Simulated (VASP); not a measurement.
Runs of VASP 6.6.1 on TaGa2. The structure is that of space group F-43m (No. 216), or close to it. The cells are those of the table. 

| task | cell | k mesh | cutoff (eV) | gap on the mesh (eV) | pressure (GPa) |
| --- | --- | --- | --- | --- | --- |
| single point | a = 4.304 Å, angles 60.0°, 3 atoms | 14 × 14 × 14 | 520 | none | 0.2 |
| relaxation of cell and atoms | relaxed from a = 4.131 Å, angles 60.0°, 3 atoms | 6 × 6 × 6 | 600 | none | -0.2 |
| single point | a = 4.305 Å, angles 60.0°, 3 atoms | 6 × 6 × 6 | 520 | none | (a) |
| single point | a = 4.131 Å, angles 60.0°, 3 atoms | 6 × 6 × 6 | 520 | none | 16.3 |

Alike in all rows: level PBE; potentials or basis VASP PAW PBE potentials, release 64 (Ta_pv, Ga_d); no spin polarisation; smearing gaussian 0.1 eV.

Problem. Fill in the values left out.

Solution. (a) 0.1.

Caveats: spin-orbit coupling is left out, which moves the levels of the heavy elements.

A k mesh can miss the band edges, and the runs leave out spin-orbit coupling on Ga, Ta.

A gap of «none» marks levels without a gap at the run's occupations.
